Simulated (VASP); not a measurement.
# AlSn (P-6m2) in VASP: a series of runs, part 3 of 4

VASP 6.6.1.

### 5 Electric field gradients, PBEsol

This run uses another cell than the first one, of 25.24 Å³/atom, 1.042 times its volume.

File INCAR:

```
SYSTEM = AlSn
PREC = Accurate
ENCUT = 520
EDIFF = 1E-8
ISMEAR = -1
SIGMA = 0.05
LREAL = .False.
LASPH = .True.
NELM = 100
ALGO = Normal
ISIF = 2
LWAVE = .False.
LCHARG = .False.
GGA = PS
LEFG = .True.
NBANDS = 16
```

File KPOINTS:

```
regular mesh
0
Gamma
  11 11 12
  0 0 0
```

File POSCAR:

```
AlSn
1.0
    4.1981056157      0.0000000000      0.0000000000
   -2.0990528078      3.6356661109      0.0000000000
    0.0000000000      0.0000000000      3.3068470000
Al Sn
1 1
Direct
    0.0000000000      0.0000000000      0.0000000000
    0.3333333333      0.6666666667      0.5000000000
```

Potentials or basis: VASP PAW PBE potentials, release 64 (Al, Sn_d).

Run with:

```console
$ cat potpaw_PBE.64/Al/POTCAR potpaw_PBE.64/Sn_d/POTCAR > POTCAR
$ mpirun -np 1 vasp_std > vasp.out
```

OUTCAR:

```text
SYSTEM = AlSn
   PREC = Accurate
   ENCUT = 520
   EDIFF = 1E-8
   ISMEAR = -1
   LREAL = .False.
   LASPH = .True.
   NELM = 100
   ISIF = 2
   GGA = PS

 ion  position               nearest neighbor table
   1  0.000  0.000  0.000-   2 2.93   2 2.93   2 2.93   2 2.93   2 2.93   2 2.93
   2  0.333  0.667  0.500-   1 2.93   1 2.93   1 2.93   1 2.93   1 2.93   1 2.93

  LATTYP: Found a hexagonal cell.
 ALAT       =     4.1981056157
 C/A-ratio  =     0.7876998110

  Lattice vectors:

 A1 = (   4.1981056157,   0.0000000000,   0.0000000000)
 A2 = (  -2.0990528078,   3.6356661109,   0.0000000000)
 A3 = (   0.0000000000,   0.0000000000,   3.3068470000)

Analysis of symmetry for initial positions (statically):
=====================================================================
 Subroutine PRICEL returns:
 Original cell was already a primitive cell.

 Routine SETGRP: Setting up the symmetry group for a
 hexagonal supercell.

 Subroutine GETGRP returns: Found 12 space group operations
 (whereof 12 operations were pure point group operations)
 out of a pool of 24 trial point group operations.

The static configuration has the point symmetry D_3h.

Analysis of symmetry for dynamics (positions and initial velocities):
=====================================================================
 Subroutine PRICEL returns:
 Original cell was already a primitive cell.

 Routine SETGRP: Setting up the symmetry group for a
 hexagonal supercell.

 Subroutine GETGRP returns: Found 12 space group operations
 (whereof 12 operations were pure point group operations)
 out of a pool of 24 trial point group operations.

The dynamic configuration has the point symmetry D_3h.

[... 150 lines left out ...]
 fundamental gap:      0.0152152757
 Fermi energy:         6.3068247390

 k-point     1 :       0.0000    0.0000    0.0000
  band No.  band energies     occupation
      1     -14.9637      2.00000
      2     -14.8459      2.00000
      3     -14.8459      2.00000
      4     -14.8339      2.00000
      5     -14.8339      2.00000
      6      -4.1535      2.00000
[... 433 lines left out ...]
      3     -14.8413      2.00000
      4     -14.8394      2.00000
      5     -14.8362      2.00000
      6      -3.4690      2.00000
[... 8 lines left out ...]
     15      15.8348      0.00000
     16      16.5348      0.00000

 [... further k-points ...]
[... 5 lines left out ...]
  --------------------------------------------------------------------------------------
  -------------------------------------------------------------------------------------
  Total       -0.5052668     -0.5052668     -0.9327176     -0.0000000      0.0000000      0.0000000
  in kB      -16.0390973    -16.0390973    -29.6080145     -0.0000000      0.0000000      0.0000000
  external PRESSURE =     -20.5620697 kB  Pullay stress =       0.0000000 kB

 VOLUME and BASIS-vectors are now :
 -----------------------------------------------------------------------------
  energy-cutoff  :      520.00
  volume of cell :       50.47
      direct lattice vectors                 reciprocal lattice vectors
     4.198105616  0.000000000  0.000000000     0.238202678  0.137526380  0.000000000
    -2.099052808  3.635666111  0.000000000     0.000000000  0.275052760  0.000000000
     0.000000000  0.000000000  3.306847000     0.000000000  0.000000000  0.302402863

 POSITION                                       TOTAL-FORCE (eV/Angst)
 -----------------------------------------------------------------------------------
      0.00000      0.00000      0.00000        -0.000000      0.000000      0.000000
     -0.00000      2.42378      1.65342         0.000000     -0.000000      0.000000
 -----------------------------------------------------------------------------------
    total drift:                                0.000000     -0.000000     -0.000000

  FREE ENERGIE OF THE ION-ELECTRON SYSTEM (eV)
  ---------------------------------------------------
  free  energy   TOTEN  =        -7.9496624530 eV

  energy  without entropy=       -7.9389272245  energy(sigma->0) =       -7.94429484

 Electric field gradients (V/A^2)
---------------------------------------------------------------------
 ion       V_xx      V_yy      V_zz      V_xy      V_xz      V_yz
---------------------------------------------------------------------
   1      -2.704    -2.704     5.409    -0.000    -0.000     0.000
   2     -35.759   -35.760    71.519    -0.000     0.000    -0.000
---------------------------------------------------------------------

 Electric field gradients after diagonalization (V/A^2)
 (convention: |V_zz| > |V_xx| > |V_yy|)
----------------------------------------------------------------------
 ion       V_xx      V_yy      V_zz     asymmetry (V_yy - V_xx)/ V_zz
----------------------------------------------------------------------
   1      -2.704    -2.704     5.409       0.000
   2     -35.760   -35.759    71.519       0.000
----------------------------------------------------------------------

           NMR quadrupolar parameters

 Cq : quadrupolar parameter    Cq=e*Q*V_zz/h
 eta: asymmetry parameters     (V_yy - V_xx)/ V_zz
 Q  : nuclear electric quadrupole moment in mb (millibarn)
----------------------------------------------------------------------
 ion       Cq(MHz)       eta       Q (mb)
----------------------------------------------------------------------
   1       0.013       0.000       1.000
   2       0.173       0.000       1.000
----------------------------------------------------------------------
```

OSZICAR:

```text
N       E                     dE             d eps       ncg     rms          rms(c)
DAV:   1     0.966487258445E+02    0.96649E+02   -0.77141E+03  3648   0.124E+03
DAV:   2    -0.128681335376E+00   -0.96777E+02   -0.92912E+02  3968   0.330E+02
DAV:   3    -0.780630549696E+01   -0.76776E+01   -0.76415E+01  4520   0.747E+01
DAV:   4    -0.799805460098E+01   -0.19175E+00   -0.19170E+00  4472   0.126E+01
DAV:   5    -0.800685558851E+01   -0.88010E-02   -0.88008E-02  5344   0.258E+00    0.226E+00
DAV:   6    -0.796798383642E+01    0.38872E-01   -0.24635E-02  4808   0.221E+00    0.127E+00
DAV:   7    -0.794990107769E+01    0.18083E-01   -0.24240E-02  4872   0.195E+00    0.154E-01
DAV:   8    -0.794965714121E+01    0.24394E-03   -0.21774E-03  4840   0.585E-01    0.464E-02
DAV:   9    -0.794966170511E+01   -0.45639E-05   -0.89188E-05  4968   0.781E-02    0.931E-03
DAV:  10    -0.794966229793E+01   -0.59282E-06   -0.57450E-06  4704   0.168E-02    0.584E-03
DAV:  11    -0.794966253130E+01   -0.23337E-06   -0.76609E-07  4560   0.604E-03    0.992E-04
DAV:  12    -0.794966247417E+01    0.57128E-07   -0.77543E-08  4744   0.352E-03    0.385E-04
DAV:  13    -0.794966245359E+01    0.20588E-07   -0.99136E-09  3944   0.747E-04    0.168E-04
DAV:  14    -0.794966245298E+01    0.61095E-09   -0.79187E-10  2608   0.313E-04
   1 F= -.79496625E+01 E0= -.79442948E+01  d E =-.107352E-01
```

stdout:

```text
POSCAR found type information on POSCAR AlSn
 POSCAR found :  2 types and       2 ions
 scaLAPACK will be used
 -----------------------------------------------------------------------------
|                                                                             |
|                                                                             |
|     You enforced a specific xc type in the INCAR file but a different       |
|     I HOPE YOU KNOW WHAT YOU ARE DOING!                                     |
|                                                                             |
 -----------------------------------------------------------------------------

 LDA part: xc-table for (Slater+PW92), standard interpolation
 POSCAR, INCAR and KPOINTS ok, starting setup
 FFT: planning ... GRIDC
 FFT: planning ... GRID_SOFT
 FFT: planning ... GRID
 WAVECAR not read
 entering main loop
ion   1

ion   2
```

Wall time 32 s (1 thread of Intel Xeon 6975P-C (Granite Rapids), shared host); peak memory 0.23 GiB.

What came out:

- Free energy: -7.9497 eV
- Pressure: -2.1 GPa

Stress tensor (GPa, compression positive):
```
-1.60  0.00  0.00
 0.00 -1.60  0.00
 0.00  0.00 -2.96
```

Electric field gradients, principal values (V/Å²):
| atom | least | middle | greatest (by size) |
| --- | --- | --- | --- |
| 1 Al | -2.704 | -2.704 | 5.409 |
| 2 Sn | -35.759 | -35.760 | 71.519 |

Caveat: without QUAD_EFG the Cq values of the log hold for a quadrupole moment of 1 mb, not for the nuclei; the PAW data sets were made with another functional, which shifts forces and pressure a little; spin-orbit coupling is left out, which moves the levels of the heavy elements.

[end of part 3 of 4]
